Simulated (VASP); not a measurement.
Runs of VASP 6.6.1 on P. The structure is that of space group Pm-3m (No. 221), or close to it. The cells are those of the table. This isn't the form of P at room conditions, which is orthorhombic.

```tsv
cell	k mesh	gap on the mesh (eV)	pressure (GPa)
a = 2.559 Å, 1 atom	8 × 8 × 8	none	(b)
a = 1.955 Å, 1 atom	20 × 20 × 20	none	298.8
a = 2.229 Å, 1 atom	20 × 20 × 20	none	48.1
a = 2.025 Å, 1 atom	20 × 20 × 20	none	(a)
a = 2.108 Å, 1 atom	20 × 20 × 20	none	119.9
a = 1.903 Å, 1 atom	20 × 20 × 20	none	398.4
```

Alike in all rows: task single point; level PBEsol+D4; potentials or basis VASP PAW PBE potentials, release 64 (P); no spin polarisation; cutoff (eV) 500; smearing gaussian 0.1 eV.

Problem. Estimate the missing entries.

Solution. (a) 199.5; (b) -16.7.

Caveats: the PAW data sets were made with another functional, which shifts forces and pressure a little; the cell stands under pressure (at least some runs); the cell stands under tension (at least some runs).

A gap of «none» marks levels without a gap at the run's occupations.
